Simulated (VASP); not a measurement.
Set up this calculation in VASP 6.6.1, as the native input.

| Property | Result |
| --- | --- |
| Task | single point |
| Functional | PBEsol |
| Potentials or basis | VASP PAW PBE potentials, release 64 (Mn_pv, S) |
| Cutoff | 520 eV |
| k mesh | 8 × 8 × 8 |
| Occupations | methfessel-paxton, width 0.1 eV |
| Spin | collinear spin, ferromagnetic start |
| Starting moments | [5.2, 0.0] μB |
| Hubbard terms | Mn d U = 3.5 eV |
| Dipole correction | no |
| Further INCAR settings | ALGO = Normal; EDIFF = 1e-06; NBANDS = 20 |

The structure of MnS lies in POSCAR:

```
MnS
1.0
    0.0000000000      2.7525332030      2.7525332030
    2.7525332030      0.0000000000      2.7525332030
    2.7525332030      2.7525332030      0.0000000000
Mn S
1 1
Direct
    0.0000000000      0.0000000000      0.0000000000
    0.2500000000      0.2500000000      0.2500000000
```

The input as run:

INCAR

```
SYSTEM = MnS
PREC = Accurate
ENCUT = 520
EDIFF = 1E-6
ISMEAR = 1
SIGMA = 0.1
LREAL = .FALSE.
LASPH = .TRUE.
NELM = 150
ALGO = Normal
ISIF = 2
LWAVE = .FALSE.
LCHARG = .FALSE.
ISPIN = 2
MAGMOM = 5.2 0
LORBIT = 11
LMAXMIX = 4
LDAU = .TRUE.
LDAUTYPE = 2
LDAUL = 2 -1
LDAUU = 3.5 0
LDAUJ = 0 0
LDAUPRINT = 1
GGA = PS
NBANDS = 20
```

KPOINTS

```
Automatic mesh
0
G
  8 8 8
  0 0 0
```

Potentials or basis: VASP PAW PBE potentials, release 64 (Mn_pv, S).

The run is started by

```console
$ cat potpaw_PBE.64/Mn_pv/POTCAR potpaw_PBE.64/S/POTCAR > POTCAR
$ mpirun -np 1 vasp_std > vasp.out
```

It gave:

```yaml
Pressure: 6.1 GPa
Band_gap_on_the_k_mesh: 0.57 eV (least direct gap 1.16 eV)
Net_moment: 5.00 μB per cell
Site_moments: Mn +4.53; S +0.04 μB
Valence_electrons_inside_the_program's_atomic_spheres: Mn 11.42; S 3.79
```

Caveat: the cell stands under pressure; the PAW data sets were made with another functional, which shifts forces and pressure a little; a cell with one magnetic atom can't hold antiferromagnetic order, which such compounds often take.

Run time: 99 s on 1 thread of Intel Xeon 8259CL, on a shared host, peak memory 0.2 GiB.
